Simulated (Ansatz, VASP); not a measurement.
# Two plane-wave programs on TaSi2

```xyz
9
Lattice="4.8060 0.0000 0.0000 -2.4030 4.1621 0.0000 0.0000 0.0000 6.5995" Properties=species:S:1:pos:R:3 pbc="T T T"
Ta    1.9710    0.0000   -0.2160
Ta    1.2015    2.0811    4.3997
Ta   -1.2015    2.0811    2.1998
Si    0.0000    1.3229    0.0000
Si    3.6604    0.6614    4.3997
Si    1.2574    3.5007    2.1998
Si    2.4030    2.8393    0.0000
Si   -1.2574    3.5007    4.3997
Si    1.1456    0.6614    2.1998
```

Alike in both runs: task single point; functional PBE; k mesh 9 × 9 × 6; occupations gaussian, width 0.15 eV; no spin polarisation.

```csv
,VASP,Ansatz
version,VASP 6.6.1,Ansatz 0.2.0
potentials or method,"VASP PAW PBE potentials, release 64 (Ta_pv, Si), cutoff 520 eV","scalar-relativistic, plane waves, PAW"
valence electrons in the cell,57,63
```

|  | VASP | Ansatz | Ansatz less VASP |
| --- | --- | --- | --- |
| gap on the k mesh at the Fermi level (eV) | none | none | - |
| pressure (GPa) | 7.7 | 7.7 | 0.00 |
| traceless stress, the component that is largest in VASP (GPa) | -3.87 | -3.87 | -0.006 |
| rms of the force components (eV/Å) | 2.219 | 2.220 | +0.0004 |

Atom by atom the forces differ by 0.003 eV/Å (rms over components). A gap of «none» marks a metal or a gap that the smearing closes. VASP's potentials hold 57 valence electrons a cell and Ansatz's 63, so a difference there can come from the potentials and not from the codes.

Neither program's run includes spin-orbit coupling.
